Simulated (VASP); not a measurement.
# ZnS (Cm) in VASP: further runs

ZnS is run at these levels: PBE; tasks: single point.

Program: VASP 6.6.1. These are calculated values, not measurements. Logs are shortened: lines on timing, memory, paths and dates and some standing lists are left out, and cuts for length are marked.

## Step 1: The cell of the first run

Symmetry: Cm, No. 8, monoclinic system. Conventional cell: a = 6.661 Å, b = 3.845 Å, c = 12.623 Å, α = 90.00°, β = 92.52°, γ = 90.00°. Zn (site symmetry m) has 4 S at 2.36 Å within 3.1 Å. Zn (site symmetry m) has 4 S at 2.36 Å within 3.1 Å. Zn (site symmetry m) has 4 S at 2.36 to 2.43 Å within 3.1 Å. Within 3.1 Å of Zn (site symmetry m) lie 4 S at 2.36 Å. Within 3.1 Å of S (site symmetry m) lie 4 Zn at 2.36 Å. Within 3.1 Å of S (site symmetry m) lie 4 Zn at 2.36 Å. Within 3.1 Å of S (site symmetry m) lie 4 Zn at 2.36 to 2.43 Å. Within 3.1 Å of S (site symmetry m) lie 4 Zn at 2.36 Å.

## Step 2: Single point, PBE

Contents of INCAR:

```
ALGO     = Normal         # electronic algorithm
EDIFF    = 1E-7           # SCF threshold, eV
ENCUT    = 520            # plane-wave cutoff, eV
GGA      = PE             # functional
ISIF     = 2              # what is computed and relaxed
ISMEAR   = 0              # smearing method
LASPH    = T              # aspherical terms in the spheres
LCHARG   = F              # write CHGCAR
LREAL    = F              # projectors in reciprocal space
LWAVE    = F              # write WAVECAR
NBANDS   = 46             # bands
NELM     = 80             # most SCF steps
PREC     = Accurate       # precision mode
SIGMA    = 0.05           # smearing width, eV
```

Contents of KPOINTS:

```
k-points
0
Gamma
  8 8 2
```

Contents of POSCAR:

```
ZnS
1.0
   -3.8454929872      0.0000000000      0.0000000000
   -1.9227464936     -3.3302946170      0.0000000000
   -0.4804943488     -0.2774135416     12.6106666151
Zn S
4 4
Direct
    0.2786585541      0.2786585541      0.6563598951
    0.3203085541      0.3203085541      0.1563598951
    0.5911668874      0.5911668874      0.9063598951
    0.6328168874      0.6328168874      0.4063598951
    0.2630581126      0.2630581126      0.8436401049
    0.3047081126      0.3047081126      0.3436401049
    0.6588664459      0.6588664459      0.0936401049
    0.6172164459      0.6172164459      0.5936401049
```

Potentials or basis: VASP PAW PBE potentials, release 64 (Zn, S).

Run with:

```sh
$ cat potpaw_PBE.64/Zn/POTCAR potpaw_PBE.64/S/POTCAR > POTCAR
$ mpirun -np 1 vasp_std > vasp.out
```

OUTCAR:

```text
EDIFF = 1E-7
   ENCUT = 520
   GGA = PE
   ISIF = 2
   ISMEAR = 0
   LASPH = T
   LREAL = F
   NELM = 80
   PREC = Accurate

 ion  position               nearest neighbor table
   1  0.279  0.279  0.656-   8 2.36   8 2.36   8 2.36   5 2.36
   2  0.320  0.320  0.156-   7 2.36   7 2.36   7 2.36   6 2.36
   3  0.591  0.591  0.906-   5 2.36   5 2.36   5 2.36   7 2.43
   4  0.633  0.633  0.406-   6 2.36   6 2.36   6 2.36   8 2.36
   5  0.263  0.263  0.844-   3 2.36   3 2.36   3 2.36   1 2.36
   6  0.305  0.305  0.344-   4 2.36   4 2.36   4 2.36   2 2.36
   7  0.659  0.659  0.094-   2 2.36   2 2.36   2 2.36   3 2.43
   8  0.617  0.617  0.594-   1 2.36   1 2.36   1 2.36   4 2.36

  LATTYP: Found a base centered monoclinic cell.
 ALAT       =     6.6605892340
 B/A-ratio  =     0.5773502692
 C/A-ratio  =     1.8951575510
 COS(beta)  =    -0.0439541293

  Lattice vectors:

 A1 = (   3.8454929872,   0.0000000000,   0.0000000000)
 A2 = (   1.9227464936,   3.3302946170,   0.0000000000)
 A3 = (  -0.4804943488,  -0.2774135416,  12.6106666151)

Analysis of symmetry for initial positions (statically):
=====================================================================
 Subroutine PRICEL returns:
 Original cell was already a primitive cell.

 Routine SETGRP: Setting up the symmetry group for a
 base centered monoclinic supercell.

 Subroutine GETGRP returns: Found  2 space group operations
 (whereof  2 operations were pure point group operations)
 out of a pool of  4 trial point group operations.

The static configuration has the point symmetry C_1h.

Analysis of symmetry for dynamics (positions and initial velocities):
=====================================================================
 Subroutine PRICEL returns:
 Original cell was already a primitive cell.

 Routine SETGRP: Setting up the symmetry group for a
 base centered monoclinic supercell.

 Subroutine GETGRP returns: Found  2 space group operations
 (whereof  2 operations were pure point group operations)
 out of a pool of  4 trial point group operations.

The dynamic configuration has the point symmetry C_1h.

 Subroutine INISYM returns: Found  2 space group operations
 (whereof  2 operations are pure point group operations),
 and found     1 'primitive' translations

----------------------------------------------------------------------------------------

                                     Primitive cell

  volume of cell :     161.5001

  direct lattice vectors                    reciprocal lattice vectors
    -3.845492987  0.000000000  0.000000000    -0.260044682  0.150136867 -0.006605519
    -1.922746494 -3.330294617  0.000000000     0.000000000 -0.300273734 -0.006605519
    -0.480494349 -0.277413542 12.610666615     0.000000000  0.000000000  0.079297949

  length of vectors
     3.845492987  3.845492987 12.622865981     0.300346380  0.300346380  0.079297949

  position of ions in fractional coordinates (direct lattice)
     0.278658554  0.278658554  0.656359895
     0.320308554  0.320308554  0.156359895
     0.591166887  0.591166887  0.906359895
     0.632816887  0.632816887  0.406359895
     0.263058113  0.263058113  0.843640105
     0.304708113  0.304708113  0.343640105
     0.658866446  0.658866446  0.093640105
     0.617216446  0.617216446  0.593640105

  ion indices of the primitive-cell ions
   primitive index   ion index
                 1           1
                 2           2
                 3           3
                 4           4
                 5           5
                 6           6
                 7           7
                 8           8

----------------------------------------------------------------------------------------

 KPOINTS: k-points

Automatic generation of k-mesh.
 Grid dimensions read from file:
 generate k-points for:    8    8    2

 Generating k-lattice:

  Cartesian coordinates                     Fractional coordinates (reciprocal lattice)
    -0.032505585  0.018767108 -0.000825690     0.125000000  0.000000000  0.000000000
     0.000000000 -0.037534217 -0.000825690     0.000000000  0.125000000  0.000000000
     0.000000000  0.000000000  0.039648975     0.000000000  0.000000000  0.500000000

  Length of vectors
     0.037543298  0.037543298  0.039648975

  Shift w.r.t. Gamma in fractional coordinates (k-lattice)
     0.000000000  0.000000000  0.000000000

 Subroutine IBZKPT returns following result:
 ===========================================

 Found     42 irreducible k-points:

 Following reciprocal coordinates:
            Coordinates               Weight
  0.000000  0.000000  0.000000      1.000000
  0.125000  0.000000 -0.000000      4.000000
  0.250000  0.000000 -0.000000      4.000000
  0.375000 -0.000000 -0.000000      4.000000
  0.500000  0.000000 -0.000000      2.000000
  0.125000  0.125000 -0.000000      2.000000
[... 16 lines left out ...]
  0.125000  0.000000  0.500000      4.000000
  0.250000  0.000000  0.500000      4.000000
 [... further k-points ...]
   k-points           NKPTS =     42   k-points in BZ     NKDIM =     42   number of bands    NBANDS=     46
   number of dos      NEDOS =    301   number of ions     NIONS =      8
   total plane-waves  NPLWV =  86400
   dimension x,y,z NGX =    30 NGY =   30 NGZ =   96
   dimension x,y,z NGXF=    60 NGYF=   60 NGZF=  192
   ions per type =               4   4
   NGX,Y,Z   is equivalent  to a cutoff of  12.97, 12.97, 12.64 a.u.
   NGXF,Y,Z  is equivalent  to a cutoff of  25.94, 25.94, 25.29 a.u.
 SYSTEM =  unknown system
   PREC   = accura    normal or accurate (medium, high low for compatibility)
   ISTART =      0    job   : 0-new  1-cont  2-samecut
   ICHARG =      2    charge: 1-file 2-atom 10-const
   ISPIN  =      1    spin polarized calculation?
   LNONCOLLINEAR =      F non collinear calculations
   LSORBIT =      F    spin-orbit coupling
   LASPH  =      T    aspherical Exc in radial PAW
   ENCUT  =  520.0 eV  38.22 Ry    6.18 a.u.   7.15  7.15 23.47*2*pi/ulx,y,z
   NELM   =     80;   NELMIN=  2; NELMDL= -5     # of ELM steps
   EDIFF  = 0.1E-06   stopping-criterion for ELM
   LREAL  =      F    real-space projection
   EDIFFG = 0.1E-05   stopping-criterion for IOM
   NSW    =      0    number of steps for IOM
   IBRION =     -1    ionic relax: 0-MD 1-quasi-New 2-CG
   NFREE  =      0    steps in history (QN), initial steepest desc. (CG)
   ISIF   =      2    stress and relaxation
   ISYM   =      2    0-nonsym 1-usesym 2-fastsym
   POTIM  = 0.5000    time-step for ionic-motion
   TEBEG  =    0.0;   TEEND  =   0.0 temperature during run
   PSTRESS=    0.0 pullay stress
   NELECT =      72.0000    total number of electrons
   NUPDOWN=      -1.0000    fix difference up-down
   EMIN   =  10.00;   EMAX   =-10.00  energy-range for DOS
   EFERMI =   0.00;   METHOD = LEGACY
   ISMEAR =     0;   SIGMA  =   0.05  broadening in eV -4-tet -1-fermi 0-gaus
   EFERMI_NEDOS =   21; number of points for ismear=-14 and -15
   IALGO  =     38    algorithm
   IMIX   =      4    mixing-type and parameters
     AMIX     =   0.40;   BMIX     =  1.00
     AMIX_MAG =   1.60;   BMIX_MAG =  1.00
  volume/ion in A,a.u.               =      20.19       136.23
  Fermi-wavevector in a.u.,A,eV,Ry     =   1.250628  2.363344 21.280464  1.564070
  Thomas-Fermi vector in A             =   2.384613
   LORBIT       =      0    0 simple, 1 ext, 2 COOP (PROOUT), +10 PAW based schemes
   GGA     = PE    functional components
   LHFCALC =     F    Hartree Fock is set to
   AEXX    =    0.0000 exact exchange contribution
   IVDW    =     0    specifies the selected vdW correction
   LEPSILON=     F    determine dielectric tensor
   LRPA    =     F    only Hartree local field effects (RPA)
 non-spin polarized calculation
 Gauss-broadening in eV      SIGMA  =   0.05
  energy-cutoff  :      520.00
  volume of cell :      161.50
 maximum number of plane-waves:      4376
 NGX is ok and might be reduce to    30

 number of electron      72.0000006 magnetization

 Free energy of the ion-electron system (eV)
  ---------------------------------------------------
  ext. energy  EPLUGINS =         0.00000000
  ---------------------------------------------------
  free energy    TOTEN  =       -27.29604326 eV

  energy without entropy =      -27.29604326  energy(sigma->0) =      -27.29604326

 E-fermi :   2.2047     XC(G=0):  -9.5235

 val. band max:        1.9315414794   @ k =   0.0000   0.0000   0.0000
 cond. band min:       3.9424228126   @ k =   0.0000   0.0000   0.0000
 fundamental gap:      2.0108813332
 Fermi energy:         2.2047431518

 k-point     1 :       0.0000    0.0000    0.0000
  band No.  band energies     occupation
      1     -11.0876      2.00000
      2     -10.6980      2.00000
      3     -10.6486      2.00000
      4     -10.1842      2.00000
      5      -4.3684      2.00000
      6      -4.3634      2.00000
[... 38 lines left out ...]
     45       8.6390      0.00000
     46       8.6616      0.00000

 k-point     2 :       0.1250    0.0000   -0.0000
  band No.  band energies     occupation
      1     -10.9871      2.00000
      2     -10.6161      2.00000
      3     -10.5645      2.00000
      4     -10.1287      2.00000
      5      -4.3722      2.00000
      6      -4.3496      2.00000
[... 38 lines left out ...]
     45       8.6831      0.00000
     46       8.9480      0.00000

 k-point     3 :       0.2500    0.0000   -0.0000
  band No.  band energies     occupation
      1     -10.7181      2.00000
      2     -10.4054      2.00000
      3     -10.3492      2.00000
      4     -10.0000      2.00000
      5      -4.3725      2.00000
      6      -4.3360      2.00000
[... 1018 lines left out ...]
     45       8.6682      0.00000
     46       8.7554      0.00000

 k-point    24 :       0.2500    0.0000    0.5000
  band No.  band energies     occupation
      1     -10.6530      2.00000
      2     -10.5872      2.00000
      3     -10.1522      2.00000
      4     -10.0803      2.00000
      5      -4.3751      2.00000
      6      -4.3420      2.00000
[... 38 lines left out ...]
     45       9.1747      0.00000
     46       9.2256      0.00000

 [... further k-points ...]

------------------------ aborting loop because EDIFF is reached ----------------------------------------

  FORCE on cell =-STRESS in cart. coord.  units (eV):
  Direction    XX          YY          ZZ          XY          YZ          ZX
  --------------------------------------------------------------------------------------
  -------------------------------------------------------------------------------------
  Total       -0.2536229      0.2591789     -0.1431107     -0.4440994      0.5068787      0.8779400
  in kB       -2.5160906      2.5712100     -1.4197436     -4.4057315      5.0285402      8.7096899
  external PRESSURE =      -0.4548747 kB  Pullay stress =       0.0000000 kB

 VOLUME and BASIS-vectors are now :
 -----------------------------------------------------------------------------
  energy-cutoff  :      520.00
  volume of cell :      161.50
      direct lattice vectors                 reciprocal lattice vectors
    -3.845492987  0.000000000  0.000000000    -0.260044682  0.150136867 -0.006605519
    -1.922746494 -3.330294617  0.000000000     0.000000000 -0.300273734 -0.006605519
    -0.480494349 -0.277413542 12.610666615     0.000000000  0.000000000  0.079297949

 POSITION                                       TOTAL-FORCE (eV/Angst)
 -----------------------------------------------------------------------------------
     -1.92275     -1.11010      8.27714        -0.017669     -0.010201     -0.025622
     -1.92275     -1.11010      1.97180        -0.004300     -0.002483      0.013106
     -3.84549     -2.22020     11.42980        -0.163054     -0.094140      0.148477
     -3.84549     -2.22020      5.12447         0.001910      0.001103     -0.027988
     -1.92275     -1.11010     10.63886        -0.101247     -0.058455      0.037322
     -1.92275     -1.11010      4.33353         0.018450      0.010652      0.031714
     -3.84549     -2.22020      1.18086         0.266873      0.154079     -0.201003
     -3.84549     -2.22020      7.48620        -0.000962     -0.000555      0.023995
 -----------------------------------------------------------------------------------
    total drift:                                0.000002      0.000001     -0.000095

  FREE ENERGIE OF THE ION-ELECTRON SYSTEM (eV)
  ---------------------------------------------------
  free  energy   TOTEN  =       -27.2960432635 eV

  energy  without entropy=      -27.2960432635  energy(sigma->0) =      -27.29604326
```

Run time: 9.1 min. Hardware: 1 thread of Oxide Virtual Turin-like, shared host; peak memory 0.36 GiB.

What came out:

```yaml
Free_energy: -27.2960 eV
Pressure: 0.0 GPa
Largest_force: 0.368 eV/Å
Band_gap_on_the_k_mesh: 2.01 eV, direct
```

Forces in eV/Å, atoms in the order of the input:
```
Zn  -0.018 -0.010 -0.026
Zn  -0.004 -0.002  0.013
Zn  -0.163 -0.094  0.148
Zn   0.002  0.001 -0.028
S   -0.101 -0.058  0.037
S    0.018  0.011  0.032
S    0.267  0.154 -0.201
S   -0.001 -0.001  0.024
```

Stress tensor (GPa, compression positive):
```
-0.25 -0.44  0.87
-0.44  0.26  0.50
 0.87  0.50 -0.14
```

Levels at points of the mesh, in eV from the valence-band top:
```csv
k point,band 34,band 35,band 36,band 37,band 38,band 39
"(0.00, 0.00, 0.00)",-0.12,0.00,0.00,2.01,3.05,3.41
"(0.50, 0.00, 0.00)",-1.51,-1.36,-0.87,3.30,3.50,3.68
"(0.50, 0.50, 0.00)",-1.54,-1.39,-0.86,3.39,3.66,3.79
"(0.00, 0.00, 0.50)",-0.17,-0.12,-0.11,2.84,2.97,3.17
"(0.50, 0.00, 0.50)",-1.32,-1.06,-1.04,3.29,3.54,3.76
"(0.50, 0.50, 0.50)",-1.15,-1.11,-1.06,3.11,3.49,3.80
```

## Step 3: Single point, PBE

This run uses another cell than the first one, of the same volume but with other edges.

Contents of INCAR:

```
SYSTEM = ZnS
PREC = Accurate ; ENCUT = 520
EDIFF = 1E-7 ; ISMEAR = 0
SIGMA = 0.05 ; LREAL = .FALSE.
LASPH = .TRUE. ; NELM = 60
ALGO = Normal ; ISIF = 2
LWAVE = .FALSE. ; LCHARG = .TRUE.
GGA = PE ; LELF = .TRUE.
LVHAR = .TRUE. ; NBANDS = 46
```

Contents of KPOINTS:

```
regular mesh
0
G
  8 8 2
  0 0 0
```

Contents of POSCAR:

```
ZnS
1.0
   -3.8454929872      0.0000000000      0.0000000000
   -1.9227464936     -3.3302946170      0.0000000000
   -5.2877451321     -3.0528810754     12.6106666151
Zn S
4 4
Direct
   -0.2683517825     -0.2683517825      0.6563598951
    0.1899982175      0.1899982175      0.1563598951
   -0.1641934492     -0.1641934492      0.9063598951
    0.2941565508      0.2941565508      0.4063598951
   -0.4400315508     -0.4400315508      0.8436401049
    0.0183184492      0.0183184492      0.3436401049
    0.5808267825      0.5808267825      0.0936401049
    0.1224767825      0.1224767825      0.5936401049
```

Potentials or basis: VASP PAW PBE potentials, release 64 (Zn, S).

Run with:

```sh
$ cat potpaw_PBE.64/Zn/POTCAR potpaw_PBE.64/S/POTCAR > POTCAR
$ mpirun -np 1 vasp_std > vasp.out
```

Wall time 10 min (1 thread of Oxide Virtual Turin-like, shared host); peak memory 0.38 GiB.

The run converged. Its results:

```yaml
Free_energy: -27.2851 eV
Pressure: 0.0 GPa
Largest_force: 0.467 eV/Å
Band_gap_on_the_k_mesh: 1.96 eV, direct
```

Forces on the atoms (eV/Å):
```
Zn   0.026  0.015 -0.026
Zn   0.069  0.040  0.017
Zn   0.145  0.084  0.149
Zn   0.000  0.000 -0.027
S    0.155  0.089  0.013
S   -0.027 -0.015  0.032
S   -0.373 -0.215 -0.180
S    0.004  0.003  0.022
```

Stress tensor (GPa, compression positive):
```
 0.12  0.23 -1.06
 0.23 -0.15 -0.61
-1.06 -0.61 -0.06
```

Levels at points of the mesh, in eV from the valence-band top:
```csv
k point,band 32,band 33,band 34,band 35,band 36,band 37,band 38,band 39,band 40,band 41
"(0.00, 0.00, 0.00)",-0.49,-0.47,-0.18,-0.09,0.00,1.96,3.01,3.35,3.42,6.08
"(0.50, 0.00, 0.00)",-1.97,-1.46,-1.40,-1.11,-1.04,3.18,3.40,3.72,3.85,5.34
"(0.50, 0.50, 0.00)",-1.63,-1.61,-1.59,-1.32,-0.92,3.09,3.47,3.62,4.23,4.91
"(0.00, 0.00, 0.50)",-0.75,-0.26,-0.24,-0.18,-0.17,2.79,2.92,3.12,3.18,6.08
"(0.50, 0.00, 0.50)",-1.69,-1.66,-1.56,-1.42,-0.91,3.34,3.55,3.69,3.98,4.80
"(0.50, 0.50, 0.50)",-2.01,-1.60,-1.25,-1.16,-1.11,3.16,3.61,3.67,3.74,5.25
```
